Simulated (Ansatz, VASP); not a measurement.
One calculation of CoGe3Pd, two programs

```
Co Ge Pd
1.0
     4.81649    0.00000    0.00000
     0.00000    4.81649    0.00000
     0.00000    0.00000    4.81649
Co Ge Pd
1 3 1
Direct
  0.00000 0.00000 0.00000
  0.00000 0.50000 0.50000
  0.50000 0.00000 0.50000
  0.50000 0.50000 0.00000
  0.50000 0.50000 0.50000
```

Change from the starting cell: species swapped into the ErBPd3 type (Pm-3m, No. 221).

Alike in both runs: functional PBE; k mesh 4 × 4 × 4; occupations gaussian, width 0.1 eV; collinear spin.

Ansatz relaxed the structure, and its values are those at the end. VASP's run is a single point on that final structure, the one shown.

|  | VASP | Ansatz |
| --- | --- | --- |
| version | VASP 6.6.1 | Ansatz 0.2.0 |
| potentials or method | VASP PAW PBE potentials, release 64 (Co, Ge_d, Pd), cutoff 520 eV | scalar-relativistic, plane waves, PAW |
| valence electrons in the cell | 61 | 77 |

|  | VASP | Ansatz | Ansatz less VASP |
| --- | --- | --- | --- |
| gap on the k mesh at the Fermi level (eV) | none | none | - |
| pressure (GPa) | 0.1 | 0.0 | -0.10 |
| net moment per atom (μB) | 0.36 | 0.46 | +0.102 |
| size of the moment on the site where the two differ most (μB) | 1.99 | 2.19 | +0.207 |

The net moments are unlike, so the other rows may belong to different states. Site moments also hang on the region over which each program counts them. A gap of «none» marks a metal or a gap that the smearing closes. VASP's potentials hold 61 valence electrons a cell and Ansatz's 77, so a difference there can come from the potentials and not from the codes.
